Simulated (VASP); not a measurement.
Set up this calculation in VASP 6.6.1, as the native input.

| Property | Result |
| --- | --- |
| Task | relaxation of cell and atoms |
| Functional | LDA |
| Potentials or basis | VASP PAW LDA potentials, release 64 (Sn_d, O) |
| Cutoff | 600 eV |
| k mesh | 6 × 6 × 4 |
| Occupations | fermi-dirac, width 0.02 eV |
| Spin | no spin polarisation |
| Dipole correction | no |
| Further INCAR settings | ALGO = Normal; EDIFF = 1e-06; IBRION = 2; EDIFFG = -0.005; NSW = 80; ISIF = 3 |

The structure of SnO lies in POSCAR:

```
SnO
1.0
    4.1745673716      0.0000000000      0.0000000000
   -2.0872836858      3.6152813936      0.0000000000
    0.0000000000      0.0000000000      5.2308963472
Sn O
2 2
Direct
    0.3333333333      0.6666666667      0.2500000000
    0.6666666667      0.3333333333      0.7500000000
    0.6666666667      0.3333333333      0.2500000000
    0.3333333333      0.6666666667      0.7500000000
```

The input as run:

INCAR

```
SYSTEM = SnO
ALGO = Normal
EDIFF = 1E-6
EDIFFG = -0.005
ENCUT = 600
GGA = CA
IBRION = 2
ISIF = 3
ISMEAR = -1
LASPH = .TRUE.
LCHARG = .FALSE.
LREAL = .FALSE.
LWAVE = .FALSE.
NELM = 60
NSW = 80
PREC = Accurate
SIGMA = 0.02
```

KPOINTS

```
k-points
0
G
  6 6 4
  0 0 0
```

Potentials or basis: VASP PAW LDA potentials, release 64 (Sn_d, O).

Command:

```console
$ cat potpaw_LDA.64/Sn_d/POTCAR potpaw_LDA.64/O/POTCAR > POTCAR
$ mpirun -np 1 vasp_std > vasp.out
```

Results of the run:

- Relaxed volume: 18.25 Å³/atom
- Relaxed cell: a = 4.081 Å, b = 4.081 Å, c = 5.060 Å, α = 90.00°, β = 90.00°, γ = 120.00°
- Space group after relaxing (to 0.05 Å): P6_3/mmc (No. 194)
- Energy gained by relaxing: 29.1 meV/atom
- Ionic steps: 5
- Pressure after relaxing: 0.0 GPa
- Band gap on the k mesh: 0.30 eV, direct

Caveat: spin-orbit coupling is left out, which moves the levels of the heavy elements.

It took 3.5 min on 1 thread of Intel(R) Xeon(R) Platinum 8259CL CPU @ 2.50GHz (Skylake/Cascade Lake) (shared host), peak memory 0.21 GiB.
